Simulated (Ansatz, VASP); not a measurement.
One calculation of Co2Sn, two programs

```
Co Sn
1.0
     2.97243    0.00000    0.00000
    -1.48621    2.57420    0.00000
     0.00000    0.00000    6.27184
Co Sn
2 1
Direct
  0.66667 0.33333 0.67675
  0.66667 0.33333 0.32325
  0.00000 0.00000 0.00000
```

Alike in both runs: functional PBE; k mesh 6 × 6 × 4; occupations gaussian, width 0.1 eV; collinear spin.

Ansatz relaxed the structure, and its values are those at the end. VASP's run is a single point on that final structure, the one shown.

```csv
,VASP,Ansatz
version,VASP 6.6.1,Ansatz 0.2.0
potentials or method,"VASP PAW PBE potentials, release 64 (Co, Sn_d), cutoff 520 eV","scalar-relativistic, plane waves, PAW"
valence electrons in the cell,32,48
```

Ansatz gave:

| Quantity | Value |
| --- | --- |
| gap on the k mesh at the Fermi level (eV) | none |
| pressure (GPa) | 0.1 |
| rms of the force components (eV/Å) | 0.001 |
| net moment per atom (μB) | 0.90 |
| size of the moment on the site where the two differ most (μB) | 0.04 |

Problem. Which values does VASP return?

Solution. gap on the k mesh at the Fermi level (eV): none; pressure (GPa): 0.1; rms of the force components (eV/Å): 0.016; net moment per atom (μB): 0.90; size of the moment on the site where the two differ most (μB): 0.07.

Site moments also hang on the region over which each program counts them. A gap of «none» marks a metal or a gap that the smearing closes. VASP's potentials hold 32 valence electrons a cell and Ansatz's 48, so a difference there can come from the potentials and not from the codes.

The k mesh is coarse, so the values compare programs but aren't converged.
